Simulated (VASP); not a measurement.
# MgI2 in VASP: single point with revPBE+D3(BJ)

Aim: the single point of MgI2 with revPBE+D3(BJ).

Program: VASP 6.6.1. These are calculated values, not measurements. Logs are shortened: lines on timing, memory, paths and dates and some standing lists are left out, and cuts for length are marked.

### 1 The cell of the first run

The cell holds a sheet with vacuum, 3 atoms: a = 4.117 Å, b = 4.117 Å, c = 30.600 Å, α = 90.00°, β = 90.00°, γ = 120.00°.

### 2 Single point, revPBE+D3(BJ)

INCAR

```
SYSTEM = MgI2
PREC     = Accurate       ! precision mode
ENCUT    = 520            ! plane-wave cutoff, eV
EDIFF    = 1E-6           ! SCF threshold, eV
ISMEAR   = 0              ! smearing method
SIGMA    = 0.03           ! smearing width, eV
LREAL    = .FALSE.        ! projectors in reciprocal space
LASPH    = .TRUE.         ! aspherical terms in the spheres
NELM     = 120            ! most SCF steps
ALGO     = Normal         ! electronic algorithm
ISIF     = 2              ! what is computed and relaxed
LWAVE    = .FALSE.        ! write WAVECAR
LCHARG   = .TRUE.         ! write CHGCAR
LDIPOL   = .TRUE.       
IDIPOL   = 3            
DIPOL    = 0.5 0.5 0.284
GGA      = RE             ! functional
IVDW     = 12             ! dispersion correction
LELF     = .TRUE.         ! ELF
LVHAR    = .TRUE.       
LVACPOTAV= .TRUE.       
NBANDS   = 15             ! bands
GGA_COMPAT= .FALSE.      
NELMDL   = -8
```

KPOINTS

```
Automatic mesh
0
G
  12 12 1
  0 0 0
```

POSCAR

```
MgI2
1.0
    4.1170235585      0.0000000000      0.0000000000
   -2.0585117793      3.5654469897      0.0000000000
    0.0000000000      0.0000000000     30.5999999982
I Mg
2 1
Direct
    0.3333333333      0.6666666667      0.2290338236
    0.6666666667      0.3333333333      0.3395936274
    0.0000000000      0.0000000000      0.2843137255
```

Potentials or basis: VASP PAW PBE potentials, release 64 (I, Mg).

Launch:

```sh
$ cat potpaw_PBE.64/I/POTCAR potpaw_PBE.64/Mg/POTCAR > POTCAR
$ mpirun -np 1 vasp_std > vasp.out
```

OUTCAR:

```text
SYSTEM = MgI2
   PREC = Accurate
   ENCUT = 520
   EDIFF = 1E-6
   ISMEAR = 0
   LREAL = .FALSE.
   LASPH = .TRUE.
   NELM = 120
   ISIF = 2
   GGA = RE
   IVDW = 12
   NELMDL = -8
 IVDW          = 12

 ion  position               nearest neighbor table
   1  0.333  0.667  0.229-   3 2.92   3 2.92   3 2.92
   2  0.667  0.333  0.340-   3 2.92   3 2.92   3 2.92
   3  0.000  0.000  0.284-   1 2.92   2 2.92   2 2.92   1 2.92   2 2.92   1 2.92

  LATTYP: Found a hexagonal cell.
 ALAT       =     4.1170235585
 C/A-ratio  =     7.4325540195

  Lattice vectors:

 A1 = (   4.1170235585,   0.0000000000,   0.0000000000)
 A2 = (  -2.0585117793,   3.5654469897,   0.0000000000)
 A3 = (   0.0000000000,   0.0000000000,  30.5999999982)

Analysis of symmetry for initial positions (statically):
=====================================================================
 Subroutine PRICEL returns:
 Original cell was already a primitive cell.

 Routine SETGRP: Setting up the symmetry group for a
 hexagonal supercell.

 Subroutine GETGRP returns: Found 12 space group operations
 (whereof  6 operations were pure point group operations)
 out of a pool of 24 trial point group operations.

The static configuration has the point symmetry C_3v.
 The point group associated with its full space group is D_3d.

Analysis of symmetry for dynamics (positions and initial velocities):
=====================================================================
 Subroutine PRICEL returns:
 Original cell was already a primitive cell.

 Routine SETGRP: Setting up the symmetry group for a
 hexagonal supercell.

 Subroutine GETGRP returns: Found 12 space group operations
 (whereof  6 operations were pure point group operations)
 out of a pool of 24 trial point group operations.

The dynamic configuration has the point symmetry C_3v.
 The point group associated with its full space group is D_3d.

 Subroutine INISYM returns: Found 12 space group operations
 (whereof  6 operations are pure point group operations),
 and found     1 'primitive' translations

----------------------------------------------------------------------------------------

                                     Primitive cell

  volume of cell :     449.1783

  direct lattice vectors                    reciprocal lattice vectors
     4.117023558  0.000000000  0.000000000     0.242893922  0.140234871  0.000000000
    -2.058511779  3.565446990  0.000000000     0.000000000  0.280469743  0.000000000
     0.000000000  0.000000000 30.599999998     0.000000000  0.000000000  0.032679739

  length of vectors
     4.117023558  4.117023559 30.599999998     0.280469743  0.280469743  0.032679739

  position of ions in fractional coordinates (direct lattice)
     0.333333333  0.666666667  0.229033824
     0.666666667  0.333333333  0.339593627
     0.000000000  0.000000000  0.284313725
[... 95 lines left out ...]
  Thomas-Fermi vector in A             =   1.564978
   LORBIT       =      0    0 simple, 1 ext, 2 COOP (PROOUT), +10 PAW based schemes
   GGA     = RE    functional components
   LHFCALC =     F    Hartree Fock is set to
   AEXX    =    0.0000 exact exchange contribution
   IVDW    =    12    specifies the selected vdW correction
   LEPSILON=     F    determine dielectric tensor
   LRPA    =     F    only Hartree local field effects (RPA)
 non-spin polarized calculation
 Gauss-broadening in eV      SIGMA  =   0.03
  energy-cutoff  :      520.00
  volume of cell :      449.18
 maximum number of plane-waves:     12191
 NGX is ok and might be reduce to    32
   NGX = 15   NGY = 15   NGZ =113

 dipolmoment           0.000000      0.000000     -0.000002 electrons x Angstroem

 number of electron      16.0000002 magnetization

 dipolmoment           0.000000      0.000000      0.000002 electrons x Angstroem

 Free energy of the ion-electron system (eV)
  ---------------------------------------------------
  ext. energy  EPLUGINS =         0.00000000
  ---------------------------------------------------
  free energy    TOTEN  =        -7.11075056 eV

  energy without entropy =       -7.11075056  energy(sigma->0) =       -7.11075056

 E-fermi :  -4.1195     XC(G=0):  -2.1698

 val. band max:       -4.2821304146   @ k =   0.0000   0.0000   0.0000
 cond. band min:      -0.5704591242   @ k =   0.5000  -0.0000   0.0000
 fundamental gap:      3.7116712903
 Fermi energy:        -4.1195237428

 k-point     1 :       0.0000    0.0000    0.0000
  band No.  band energies     occupation
      1     -16.2135      2.00000
      2     -15.6996      2.00000
      3      -7.3790      2.00000
      4      -5.0677      2.00000
      5      -4.5492      2.00000
      6      -4.5492      2.00000
      7      -4.2821      2.00000
      8      -4.2821      2.00000
      9      -0.0937      0.00000
     10       0.7611      0.00000
     11       1.5364      0.00000
     12       1.6239      0.00000
     13       2.0221      0.00000
     14       2.3084      0.00000
[... 311 lines left out ...]
      2     -15.3830      2.00000
      3      -7.4365      2.00000
      4      -6.7685      2.00000
      5      -6.7685      2.00000
      6      -6.2989      2.00000
      7      -5.1371      2.00000
      8      -5.1371      2.00000
      9       0.1777      0.00000
     10       2.1022      0.00000
     11       2.1022      0.00000
     12       3.7480      0.00000
     13       3.8597      0.00000
     14       4.2024      0.00000
     15       4.2024      0.00000

------------------------ aborting loop because EDIFF is reached ----------------------------------------

 Edisp (eV)   -1.40257

 E8    (eV) :    -1.0239

  FORCE on cell =-STRESS in cart. coord.  units (eV):
  Direction    XX          YY          ZZ          XY          YZ          ZX
  --------------------------------------------------------------------------------------
  -------------------------------------------------------------------------------------
  Total      -0.04422    -0.04422    -0.04926     0.00000    -0.00000     0.00000
  in kB      -0.15774    -0.15774    -0.17569     0.00000    -0.00000     0.00000
  external pressure =       -0.16 kB  Pullay stress =        0.00 kB

 VOLUME and BASIS-vectors are now :
 -----------------------------------------------------------------------------
  energy-cutoff  :      520.00
  volume of cell :      449.18
      direct lattice vectors                 reciprocal lattice vectors
     4.117023558  0.000000000  0.000000000     0.242893922  0.140234871  0.000000000
    -2.058511779  3.565446990  0.000000000     0.000000000  0.280469743  0.000000000
     0.000000000  0.000000000 30.599999998     0.000000000  0.000000000  0.032679739

 POSITION                                       TOTAL-FORCE (eV/Angst)
 -----------------------------------------------------------------------------------
     -0.00000      2.37696      7.00844         0.000000      0.000000      0.013500
      2.05851      1.18848     10.39156        -0.000000     -0.000000     -0.013500
      0.00000      0.00000      8.70000        -0.000000     -0.000000      0.000000
 -----------------------------------------------------------------------------------
    total drift:                                0.000000     -0.000000      0.000013

  FREE ENERGIE OF THE ION-ELECTRON SYSTEM (eV)
  ---------------------------------------------------
  free  energy   TOTEN  =        -8.5133230554 eV

  energy  without entropy=       -8.5133230554  energy(sigma->0) =       -8.51332306

 vacuum level on the upper side and lower side of the slab         1.954         1.954
```

stdout:

```text
POSCAR found type information on POSCAR I Mg
 POSCAR found :  2 types and       3 ions
 scaLAPACK will be used
 -----------------------------------------------------------------------------
[... 23 lines left out ...]
|     Did not find any points to average over, which means that no vacuum     |
|     field-free region was found. Please increase the size of  your cell     |
|     in the dimension of the dipole correction to obtain accurate            |
|     workfunction values.                                                    |
|                                                                             |
 -----------------------------------------------------------------------------
```

It took 4.9 min on 1 thread of Intel Xeon Platinum 8488C (Sapphire Rapids), shared host; peak memory 0.61 GiB.

Results:

| Quantity | Value |
| --- | --- |
| Free energy | -8.5133 eV |
| Largest force | 0.013 eV/Å |
| Band gap on the k mesh | 3.71 eV (least direct gap 4.19 eV) |
| Dispersion energy per atom | -0.468 eV |

Forces in eV/Å, atoms in the order of the input:
```
I    0.000  0.000  0.013
I    0.000  0.000 -0.013
Mg   0.000  0.000  0.000
```

Caveat: the PAW data sets were made with another functional, which shifts forces and pressure a little; spin-orbit coupling is left out, which moves the levels of the heavy elements.
